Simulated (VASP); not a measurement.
# Se (R-3) in VASP: single point with r2SCAN

Aim: the single point of Se with r2SCAN.

Program: VASP 6.6.1. These are calculated values, not measurements. Logs are shortened: lines on timing, memory, paths and dates and some standing lists are left out, and cuts for length are marked.

### Step 1. The cell of the first run

The structure is trigonal, space group R-3 (No. 148). The conventional cell has a = 11.249 Å, b = 11.249 Å, c = 4.466 Å, α = 90.00°, β = 90.00°, γ = 120.00°. Se (site symmetry 1) has 2 Se at 2.37 Å within 3.1 Å.

### Step 2. Single point, r2SCAN

POSCAR

```
Se
1.0
    5.6247499029      3.2474508705      1.4885349658
   -5.6247499029      3.2474508705      1.4885349658
    0.0000000000     -6.4949017411      1.4885349658
Se
6
Direct
    0.8392979922      0.7150361902      0.0841378049
    0.7150361902      0.0841378049      0.8392979922
    0.0841378049      0.8392979922      0.7150361902
    0.1607020078      0.2849638098      0.9158621951
    0.2849638098      0.9158621951      0.1607020078
    0.9158621951      0.1607020078      0.2849638098
```

INCAR.step1

```
SYSTEM = Se
PREC     = Accurate       ! precision mode
ENCUT    = 520            ! plane-wave cutoff, eV
ISMEAR   = 0              ! smearing method
SIGMA    = 0.01           ! smearing width, eV
LREAL    = .False.        ! projectors in reciprocal space
LASPH    = .True.         ! aspherical terms in the spheres
NELM     = 100            ! most SCF steps
NBANDS   = 27             ! bands
GGA      = PE             ! functional
ALGO     = Normal         ! electronic algorithm
EDIFF    = 1E-4           ! SCF threshold, eV
LWAVE    = .True.         ! write WAVECAR
LCHARG   = .False.        ! write CHGCAR
```

INCAR.step2

```
SYSTEM = Se
PREC     = Accurate       ! precision mode
ENCUT    = 520            ! plane-wave cutoff, eV
EDIFF    = 1E-6           ! SCF threshold, eV
ISMEAR   = 0              ! smearing method
SIGMA    = 0.01           ! smearing width, eV
LREAL    = .False.        ! projectors in reciprocal space
LASPH    = .True.         ! aspherical terms in the spheres
NELM     = 100            ! most SCF steps
ALGO     = Normal         ! electronic algorithm
ISIF     = 2              ! what is computed and relaxed
LWAVE    = .False.        ! write WAVECAR
LCHARG   = .False.        ! write CHGCAR
METAGGA  = R2SCAN         ! meta-GGA
LMIXTAU  = .True.       
NBANDS   = 27             ! bands
ISTART   = 1
```

KPOINTS

```
Automatic mesh
0
Gamma
  6 6 6
  0 0 0
```

Potentials or basis: VASP PAW PBE potentials, release 64 (Se).

The run is started by

```sh
$ cat potpaw_PBE.64/Se/POTCAR > POTCAR
$ cp INCAR.step1 INCAR
$ mpirun -np 1 vasp_std > vasp.out
$ cp INCAR.step2 INCAR
$ mpirun -np 1 vasp_std > vasp.out
```

OUTCAR:

```text
SYSTEM = Se
   PREC = Accurate
   ENCUT = 520
   EDIFF = 1E-6
   ISMEAR = 0
   LREAL = .False.
   LASPH = .True.
   NELM = 100
   ISIF = 2
   METAGGA = R2SCAN
   ISTART = 1

 ion  position               nearest neighbor table
   1  0.839  0.715  0.084-   5 2.37   6 2.37
   2  0.715  0.084  0.839-   4 2.37   6 2.37
   3  0.084  0.839  0.715-   4 2.37   5 2.37
   4  0.161  0.285  0.916-   2 2.37   3 2.37
   5  0.285  0.916  0.161-   1 2.37   3 2.37
   6  0.916  0.161  0.285-   1 2.37   2 2.37

  LATTYP: Found a trigonal (rhomboedric) cell.
 ALAT       =     6.6632938530
 COS(alpha) =    -0.4251431741

  Lattice vectors:

 A1 = (   5.6247499029,   3.2474508705,   1.4885349658)
 A2 = (  -5.6247499029,   3.2474508705,   1.4885349658)
 A3 = (   0.0000000000,  -6.4949017411,   1.4885349658)

Analysis of symmetry for initial positions (statically):
=====================================================================
 Subroutine PRICEL returns:
 Original cell was already a primitive cell.

 Routine SETGRP: Setting up the symmetry group for a
 trigonal (rhombohedral) supercell.

 Subroutine GETGRP returns: Found  6 space group operations
 (whereof  6 operations were pure point group operations)
 out of a pool of 12 trial point group operations.

The static configuration has the point symmetry S_6 .

Analysis of symmetry for dynamics (positions and initial velocities):
=====================================================================
 Subroutine PRICEL returns:
 Original cell was already a primitive cell.

 Routine SETGRP: Setting up the symmetry group for a
 trigonal (rhombohedral) supercell.

 Subroutine GETGRP returns: Found  6 space group operations
 (whereof  6 operations were pure point group operations)
 out of a pool of 12 trial point group operations.

The dynamic configuration has the point symmetry S_6 .

 Subroutine INISYM returns: Found  6 space group operations
 (whereof  6 operations are pure point group operations),
 and found     1 'primitive' translations

----------------------------------------------------------------------------------------

                                     Primitive cell

  volume of cell :     163.1384

  direct lattice vectors                    reciprocal lattice vectors
[... 90 lines left out ...]
   LNONCOLLINEAR =      F non collinear calculations
   LSORBIT =      F    spin-orbit coupling
   LASPH  =      T    aspherical Exc in radial PAW
   ENCUT  =  520.0 eV  38.22 Ry    6.18 a.u.  12.39 12.39 12.39*2*pi/ulx,y,z
   NELM   =    100;   NELMIN=  2; NELMDL=  0     # of ELM steps
   EDIFF  = 0.1E-05   stopping-criterion for ELM
   LREAL  =      F    real-space projection
   EDIFFG = 0.1E-04   stopping-criterion for IOM
   NSW    =      0    number of steps for IOM
   IBRION =     -1    ionic relax: 0-MD 1-quasi-New 2-CG
   NFREE  =      0    steps in history (QN), initial steepest desc. (CG)
   ISIF   =      2    stress and relaxation
   ISYM   =      2    0-nonsym 1-usesym 2-fastsym
   POTIM  = 0.5000    time-step for ionic-motion
   TEBEG  =    0.0;   TEEND  =   0.0 temperature during run
   PSTRESS=    0.0 pullay stress
   NELECT =      36.0000    total number of electrons
   NUPDOWN=      -1.0000    fix difference up-down
   EMIN   =  10.00;   EMAX   =-10.00  energy-range for DOS
   EFERMI =   0.00;   METHOD = LEGACY
   ISMEAR =     0;   SIGMA  =   0.01  broadening in eV -4-tet -1-fermi 0-gaus
   EFERMI_NEDOS =   21; number of points for ismear=-14 and -15
   IALGO  =     38    algorithm
   IMIX   =      4    mixing-type and parameters
     AMIX     =   0.40;   BMIX     =  1.00
     AMIX_MAG =   1.60;   BMIX_MAG =  1.00
  volume/ion in A,a.u.               =      27.19       183.49
  Fermi-wavevector in a.u.,A,eV,Ry     =   0.989290  1.869487 13.315951  0.978695
  Thomas-Fermi vector in A             =   2.120878
   LORBIT       =      0    0 simple, 1 ext, 2 COOP (PROOUT), +10 PAW based schemes
   METAGGA = R2SCAN    functional components
   LHFCALC =     F    Hartree Fock is set to
   AEXX    =    0.0000 exact exchange contribution
   IVDW    =     0    specifies the selected vdW correction
   LEPSILON=     F    determine dielectric tensor
   LRPA    =     F    only Hartree local field effects (RPA)
 non-spin polarized calculation
 Gauss-broadening in eV      SIGMA  =   0.01
  energy-cutoff  :      520.00
  volume of cell :      163.14
 maximum number of plane-waves:      4427
 NGX is ok and might be reduce to    50
   NGX = 25   NGY = 25   NGZ = 25

 number of electron      36.0000001 magnetization

 Free energy of the ion-electron system (eV)
  ---------------------------------------------------
  ext. energy  EPLUGINS =         0.00000000
  ---------------------------------------------------
  free energy    TOTEN  =       -85.68242026 eV

  energy without entropy =      -85.68242026  energy(sigma->0) =      -85.68242026

 E-fermi :   2.1719     XC(G=0):  -9.2763

 val. band max:        2.0765339604   @ k =   0.5000   0.5000   0.5000
 cond. band min:       3.5854122700   @ k =  -0.1667   0.1667   0.1667
 fundamental gap:      1.5088783096
 Fermi energy:         2.1718775375

 k-point     1 :       0.0000    0.0000    0.0000
  band No.  band energies     occupation
      1     -14.2022      2.00000
      2     -12.3377      2.00000
      3     -12.3377      2.00000
      4     -10.0590      2.00000
      5     -10.0590      2.00000
      6      -8.4394      2.00000
[... 709 lines left out ...]
     26       8.6321      0.00000
     27       9.1716      0.00000

 [... further k-points ...]
[... 5 lines left out ...]
  --------------------------------------------------------------------------------------
  -------------------------------------------------------------------------------------
  Total        0.7757060      0.7757060      0.9222110     -0.0000013     -0.0000000      0.0000000
  in kB        7.6181867      7.6181867      9.0570084     -0.0000123     -0.0000000      0.0000000
  external PRESSURE =       8.0977939 kB  Pullay stress =       0.0000000 kB

 VOLUME and BASIS-vectors are now :
 -----------------------------------------------------------------------------
  energy-cutoff  :      520.00
  volume of cell :      163.14
      direct lattice vectors                 reciprocal lattice vectors
     5.624749903  3.247450870  1.488534966     0.088892841  0.051322306  0.223933828
    -5.624749903  3.247450870  1.488534966    -0.088892841  0.051322306  0.223933828
     0.000000000 -6.494901741  1.488534966     0.000000000 -0.102644612  0.223933828

 POSITION                                       TOTAL-FORCE (eV/Angst)
 -----------------------------------------------------------------------------------
      0.69894      4.50116      2.43892        -0.009123      0.026616      0.029231
      3.54865     -2.85588      2.43892         0.027612     -0.005407      0.029231
     -4.24759     -1.64528      2.43892        -0.018489     -0.021209      0.029231
     -0.69894     -4.50116      2.02668         0.009123     -0.026616     -0.029231
     -3.54865      2.85588      2.02668        -0.027612      0.005407     -0.029231
      4.24759      1.64528      2.02668         0.018489      0.021209     -0.029231
 -----------------------------------------------------------------------------------
    total drift:                               -0.000000      0.000000     -0.000000

  FREE ENERGIE OF THE ION-ELECTRON SYSTEM (eV)
  ---------------------------------------------------
  free  energy   TOTEN  =       -85.6824202602 eV

  energy  without entropy=      -85.6824202602  energy(sigma->0) =      -85.68242026
```

OUTCAR.step1:

```text
SYSTEM = Se
   PREC = Accurate
   ENCUT = 520
   ISMEAR = 0
   LREAL = .False.
   LASPH = .True.
   NELM = 100
[... 957 lines left out ...]
     -0.69894     -4.50116      2.02668        -0.115277      0.259954      0.223922
     -3.54865      2.85588      2.02668         0.282765     -0.030144      0.223922
      4.24759      1.64528      2.02668        -0.167488     -0.229810      0.223922
 -----------------------------------------------------------------------------------
    total drift:                               -0.000000      0.000000     -0.000000

  FREE ENERGIE OF THE ION-ELECTRON SYSTEM (eV)
  ---------------------------------------------------
  free  energy   TOTEN  =       -20.7348608128 eV

  energy  without entropy=      -20.7348608128  energy(sigma->0) =      -20.73486081
```

OSZICAR.step1:

```text
N       E                     dE             d eps       ncg     rms          rms(c)
DAV:   1     0.197791248171E+03    0.19779E+03   -0.14664E+04  2160   0.112E+03
DAV:   2    -0.409094880657E+01   -0.20188E+03   -0.19498E+03  2842   0.188E+02
DAV:   3    -0.207585071278E+02   -0.16668E+02   -0.16524E+02  2852   0.591E+01
DAV:   4    -0.209559021891E+02   -0.19740E+00   -0.19702E+00  2540   0.733E+00
DAV:   5    -0.209576768487E+02   -0.17747E-02   -0.17741E-02  2644   0.720E-01    0.968E+00
DAV:   6    -0.207982969904E+02    0.15938E+00   -0.91713E-02  2404   0.148E+00    0.594E+00
DAV:   7    -0.207353753547E+02    0.62922E-01   -0.19597E-01  2404   0.214E+00    0.295E-01
DAV:   8    -0.207346356172E+02    0.73974E-03   -0.17548E-02  2337   0.650E-01    0.127E-01
DAV:   9    -0.207348060835E+02   -0.17047E-03   -0.50428E-04  2729   0.114E-01    0.453E-02
DAV:  10    -0.207348608128E+02   -0.54729E-04   -0.71949E-05  1389   0.467E-02
   1 F= -.20734861E+02 E0= -.20734861E+02  d E =-.289390E-39
```

It took 11 min on 1 thread of Intel Xeon Platinum 8259CL at 2.50GHz (Skylake/Cascade Lake), shared host; peak memory 0.42 GiB.

What came out:

| Property | Result |
| --- | --- |
| Free energy | -85.6824 eV |
| Pressure | 0.8 GPa |
| Largest force | 0.041 eV/Å |
| Band gap on the k mesh | 1.51 eV, indirect (least direct gap 1.73 eV) |

Forces on the atoms (eV/Å):
```
Se  -0.009  0.027  0.029
Se   0.028 -0.005  0.029
Se  -0.018 -0.021  0.029
Se   0.009 -0.027 -0.029
Se  -0.028  0.005 -0.029
Se   0.018  0.021 -0.029
```

Caveat: the PAW data sets were made with another functional, which shifts forces and pressure a little.
